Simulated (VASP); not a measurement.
Input of a VASP 6.6.1 run:

Contents of INCAR:

```
PREC = Accurate
ENCUT = 600
EDIFF = 1E-7
ISMEAR = -1
SIGMA = 0.05
LREAL = F
LASPH = T
NELM = 60
ALGO = Normal
ISIF = 3
LWAVE = F
LCHARG = F
GGA = PS
IBRION = 2
NSW = 80
EDIFFG = -0.02
PSTRESS = 600.0
```

Contents of KPOINTS:

```
Automatic mesh
0
Gamma
  15 15 15
```

POSCAR

```
Ta
1.0
    2.7100000000      0.0000000000      0.0000000000
    0.0000000000      2.7100000000      0.0000000000
    0.0000000000      0.0000000000      2.7100000000
Ta
1
Direct
    0.0000000000      0.0000000000      0.0000000000
```

Potentials or basis: VASP PAW PBE potentials, release 64 (Ta_pv).

Launch:

```console
$ cat potpaw_PBE.64/Ta_pv/POTCAR > POTCAR
$ mpirun -np 1 vasp_std > vasp.out
```

Estimate the relaxed volume.

15.64 Å³/atom.

Estimate the space group after relaxing (to 0.05 Å).

Pm-3m (No. 221).

Predict the relaxed cell.

a = 2.501 Å, b = 2.501 Å, c = 2.501 Å, α = 90.00°, β = 90.00°, γ = 90.00°.

Final structure:
```xyz
1
Lattice="2.5010 0.0000 0.0000 0.0000 2.5010 0.0000 0.0000 0.0000 2.5010" Properties=species:S:1:pos:R:3 pbc="T T T"
Ta    0.0000    0.0000    0.0000
```

Caveat: the cell is relaxed towards a set pressure, so the enthalpy falls and the energy may rise; the volume moved by over 15 % at a fixed basis, so the end points are rough; the PAW data sets were made with another functional, which shifts forces and pressure a little.
